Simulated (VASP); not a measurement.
# BN in VASP: a series of runs, part 2 of 2

VASP 6.6.1. The steps go on from the part before.

**5. Single point, PBE+D3(BJ) (strain along y +0.050, then relaxed in part)**

INCAR

```
  PREC = Accurate
  ENCUT = 520
  EDIFF = 1E-6
  ISMEAR = 0
  SIGMA = 0.02
  LREAL = False
  LASPH = True
  NELM = 80
  ALGO = Normal
  ISIF = 2
  LWAVE = False
  LCHARG = True
  LDIPOL = True
  IDIPOL = 3
  DIPOL = 0.5 0.5 0.500
  GGA = PE
  IVDW = 12
  LELF = True
  LVHAR = True
  LVACPOTAV = True
  NBANDS = 11
```

KPOINTS

```
regular mesh
0
Gamma
  10 10 1
```

POSCAR

```
BN
1.0
    2.5087542200      0.0015088312      0.0000000000
    1.2531178371      2.2820405124      0.0000000000
    0.0000000000      0.0000000000     26.0000000000
B N
1 1
Direct
    0.5009252163      0.4981046917      0.5000000000
    0.8323747937      0.8351953183      0.5000000000
```

Potentials or basis: VASP PAW PBE potentials, release 64 (B, N).

Run with:

```
> cat potpaw_PBE.64/B/POTCAR potpaw_PBE.64/N/POTCAR > POTCAR
> mpirun -np 1 vasp_std > vasp.out
```

OUTCAR:

```text
PREC = Accurate
   ENCUT = 520
   EDIFF = 1E-6
   ISMEAR = 0
   LREAL = False
   LASPH = True
   NELM = 80
   ISIF = 2
   GGA = PE
   IVDW = 12
 IVDW          = 12

 ion  position               nearest neighbor table
   1  0.501  0.498  0.500-   2 1.47   2 1.47   2 1.51
   2  0.832  0.835  0.500-   1 1.47   1 1.47   1 1.51

  LATTYP: Found a simple monoclinic cell.
 ALAT       =     2.5087546737
 B/A-ratio  =    10.3637076484
 C/A-ratio  =     1.0377073329
 COS(beta)  =    -0.4817881115

  Lattice vectors:

 A1 = (   2.5087542200,   0.0015088312,   0.0000000000)
 A2 = (   0.0000000000,   0.0000000000, -26.0000000000)
 A3 = (  -1.2556363829,   2.2805316812,   0.0000000000)

Analysis of symmetry for initial positions (statically):
=====================================================================
 Subroutine PRICEL returns:
 Original cell was already a primitive cell.

 Routine SETGRP: Setting up the symmetry group for a
 simple monoclinic supercell.

 Subroutine GETGRP returns: Found  2 space group operations
 (whereof  2 operations were pure point group operations)
 out of a pool of  4 trial point group operations.

The static configuration has the point symmetry C_1h.

Analysis of symmetry for dynamics (positions and initial velocities):
=====================================================================
 Subroutine PRICEL returns:
 Original cell was already a primitive cell.

 Routine SETGRP: Setting up the symmetry group for a
 simple monoclinic supercell.

 Subroutine GETGRP returns: Found  2 space group operations
 (whereof  2 operations were pure point group operations)
 out of a pool of  4 trial point group operations.

The dynamic configuration has the point symmetry C_1h.

 Subroutine INISYM returns: Found  2 space group operations
 (whereof  2 operations are pure point group operations),
 and found     1 'primitive' translations

----------------------------------------------------------------------------------------

[... 123 lines left out ...]
 non-spin polarized calculation
 Gauss-broadening in eV      SIGMA  =   0.02
  energy-cutoff  :      520.00
  volume of cell :      148.80
 maximum number of plane-waves:      4100
   NGX =  9   NGY =  9   NGZ = 97

 number of electron       7.9999999 magnetization

 dipolmoment           0.000000      0.000000     -0.000000 electrons x Angstroem

 Free energy of the ion-electron system (eV)
  ---------------------------------------------------
  ext. energy  EPLUGINS =         0.00000000
  ---------------------------------------------------
  free energy    TOTEN  =       -17.49527850 eV

  energy without entropy =      -17.49527850  energy(sigma->0) =      -17.49527850

 E-fermi :  -4.8730     XC(G=0):  -1.6270

 val. band max:       -4.9728706849   @ k =  -0.4000   0.3000   0.0000
 cond. band min:      -0.4082525302   @ k =   0.0000   0.5000   0.0000
 fundamental gap:      4.5646181547
 Fermi energy:        -4.8730368695

 k-point     1 :       0.0000    0.0000    0.0000
  band No.  band energies     occupation
      1     -22.1133      2.00000
      2      -9.7553      2.00000
      3      -6.5360      2.00000
      4      -6.0947      2.00000
      5      -0.1623      0.00000
      6       0.7599      0.00000
      7       1.0341      0.00000
      8       1.4895      0.00000
      9       1.7523      0.00000
     10       2.6615      0.00000
     11       2.9488      0.00000
[... 309 lines left out ...]
 k-point    24 :      -0.3000    0.2000    0.0000
  band No.  band energies     occupation
      1     -19.3679      2.00000
      2     -12.2925      2.00000
      3     -10.5149      2.00000
      4      -5.9262      2.00000
      5       0.5381      0.00000
      6       5.1825      0.00000
      7       6.3238      0.00000
      8       6.6851      0.00000
      9       6.9510      0.00000
     10       7.1172      0.00000
     11       7.5781      0.00000

 [... further k-points ...]

------------------------ aborting loop because EDIFF is reached ----------------------------------------

 Edisp (eV)   -0.14667

 E8    (eV) :    -0.0471

  FORCE on cell =-STRESS in cart. coord.  units (eV):
  Direction    XX          YY          ZZ          XY          YZ          ZX
  --------------------------------------------------------------------------------------
  -------------------------------------------------------------------------------------
  Total      -0.87962    -4.58099    -0.01746     0.00037     0.00000     0.00000
  in kB      -9.47093   -49.32402    -0.18804     0.00395     0.00000     0.00000
  external pressure =      -19.66 kB  Pullay stress =        0.00 kB

 VOLUME and BASIS-vectors are now :
 -----------------------------------------------------------------------------
  energy-cutoff  :      520.00
  volume of cell :      148.80
      direct lattice vectors                 reciprocal lattice vectors
     2.508754220  0.001508831  0.000000000     0.398735897 -0.218954511  0.000000000
     1.253117837  2.282040512  0.000000000    -0.000263635  0.438349083  0.000000000
     0.000000000  0.000000000 26.000000000     0.000000000  0.000000000  0.038461538

 POSITION                                       TOTAL-FORCE (eV/Angst)
 -----------------------------------------------------------------------------------
      1.88088      1.13745     13.00000        -0.000012     -0.003674      0.000000
      3.13482      1.90721     13.00000         0.000012      0.003674      0.000000
 -----------------------------------------------------------------------------------
    total drift:                                0.000004     -0.000238      0.000000

  FREE ENERGIE OF THE ION-ELECTRON SYSTEM (eV)
  ---------------------------------------------------
  free  energy   TOTEN  =       -17.6419524256 eV

  energy  without entropy=      -17.6419524256  energy(sigma->0) =      -17.64195243

 vacuum level on the upper side and lower side of the slab         1.006         1.006
```

OSZICAR:

```text
N       E                     dE             d eps       ncg     rms          rms(c)
DAV:   1     0.633126988167E+02    0.63313E+02   -0.30383E+03  1176   0.508E+02
DAV:   2    -0.119347654879E+02   -0.75247E+02   -0.62312E+02  1622   0.108E+02
DAV:   3    -0.190885013739E+02   -0.71537E+01   -0.71456E+01  1633   0.492E+01
[... 13 lines left out ...]
DAV:  17    -0.174952525491E+02   -0.55470E-04   -0.37763E-06  1327   0.612E-03    0.109E-03
DAV:  18    -0.174952734134E+02   -0.20864E-04   -0.41317E-07  1401   0.292E-03    0.719E-04
DAV:  19    -0.174952752511E+02   -0.18377E-05   -0.60895E-08  1545   0.124E-03    0.244E-04
DAV:  20    -0.174952783030E+02   -0.30519E-05   -0.38742E-08  1272   0.584E-04    0.116E-04
DAV:  21    -0.174952784978E+02   -0.19485E-06   -0.78785E-10  1589   0.149E-04
   1 F= -.17641952E+02 E0= -.17641952E+02  d E =-.340549E-14
```

stdout:

```text
POSCAR found type information on POSCAR B N
 POSCAR found :  2 types and       2 ions
 scaLAPACK will be used
 LDA part: xc-table for (Slater+PW92), standard interpolation
 POSCAR, INCAR and KPOINTS ok, starting setup
 FFT: planning ... GRIDC
 FFT: planning ... GRID_SOFT
 FFT: planning ... GRID
 WAVECAR not read
 entering main loop
 -----------------------------------------------------------------------------
|                                                                             |
|           W    W    AA    RRRRR   N    N  II  N    N   GGGG   !!!           |
|           W    W   A  A   R    R  NN   N  II  NN   N  G    G  !!!           |
|           W    W  A    A  R    R  N N  N  II  N N  N  G       !!!           |
|           W WW W  AAAAAA  RRRRR   N  N N  II  N  N N  G  GGG   !            |
|           WW  WW  A    A  R   R   N   NN  II  N   NN  G    G                |
|           W    W  A    A  R    R  N    N  II  N    N   GGGG   !!!           |
|                                                                             |
|     Did not find any points to average over, which means that no vacuum     |
|     field-free region was found. Please increase the size of  your cell     |
|     in the dimension of the dipole correction to obtain accurate            |
|     workfunction values.                                                    |
|                                                                             |
 -----------------------------------------------------------------------------
```

Run time: 2.3 min. Hardware: 1 thread of AMD EPYC 7R43 (Zen 3), shared host; peak memory 0.28 GiB.

Results:

```
Free energy                : -17.6420 eV
Largest force              : 0.004 eV/Å
Band gap on the k mesh     : 4.56 eV, indirect (least direct gap 4.67 eV)
Dispersion energy per atom : -0.073 eV
```

Forces in eV/Å, atoms in the order of the input:
```
B    0.000 -0.004  0.000
N    0.000  0.004  0.000
```

Caveat: the cell differs from its parent crystal (strain along y +0.050, then relaxed in part).

**6. Summary**

```csv
cell,gap on the mesh (eV),largest force (eV/Å)
"a = 2.509, b = 2.471, c = 26.000 Å, angles 90.0, 90.0, 59.5°, 2 atoms",4.83,0.01
"a = 2.559, b = 2.521, c = 26.000 Å, angles 90.0, 90.0, 59.5°, 2 atoms",4.85,-
"a = 2.634, b = 2.541, c = 26.000 Å, angles 90.0, 90.0, 58.8°, 2 atoms",4.69,0.01
"a = 2.509, b = 2.603, c = 26.000 Å, angles 90.0, 90.0, 61.2°, 2 atoms",4.56,-
```

Alike in all rows: task single point; level PBE+D3(BJ); potentials or basis VASP PAW PBE potentials, release 64 (B, N); no spin polarisation; k mesh 10 × 10 × 1; cutoff (eV) 520; smearing gaussian 0.02 eV.

Absolute energies hang on the potentials; compare differences alone.
